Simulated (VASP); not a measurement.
The system is Rh.

```
Rh
1.0
     0.00000    1.90299    1.90299
     1.90299    0.00000    1.90299
     1.90299    1.90299    0.00000
Rh
1
Direct
  0.00000 0.00000 0.00000
```

Base run:

| Property | Result |
| --- | --- |
| Program | VASP 6.6.1 |
| Functional | LDA |
| Potentials or basis | VASP PAW LDA potentials, release 64 (Rh_pv) |
| Cutoff | 520 eV |
| k mesh | 18 × 18 × 18 |
| Occupations | fermi-dirac, width 0.05 eV |
| Spin | no spin polarisation |

Its results: pressure -11.0 GPa.

Question: After a change of settings the same cell gave: pressure -8.2 GPa. Which change was it?
A. k mesh from 18 × 18 × 18 to 14 × 14 × 14; further incar settings from ALGO = Normal; EDIFF = 1e-06; NBANDS = 14 to ALGO = Normal; EDIFF = 1e-08; NBANDS = 14
B. further incar settings from ALGO = Normal; EDIFF = 1e-06; NBANDS = 14 to ALGO = Normal; EDIFF = 1e-08; NBANDS = 14
C. k mesh from 18 × 18 × 18 to 5 × 5 × 5
D. k mesh from 18 × 18 × 18 to 14 × 14 × 14; further incar settings from ALGO = Normal; EDIFF = 1e-06; NBANDS = 14 to ALGO = Normal; EDIFF = 1e-07; NBANDS = 14

Answer: C.

Caveats: some runs use coarse meshes.
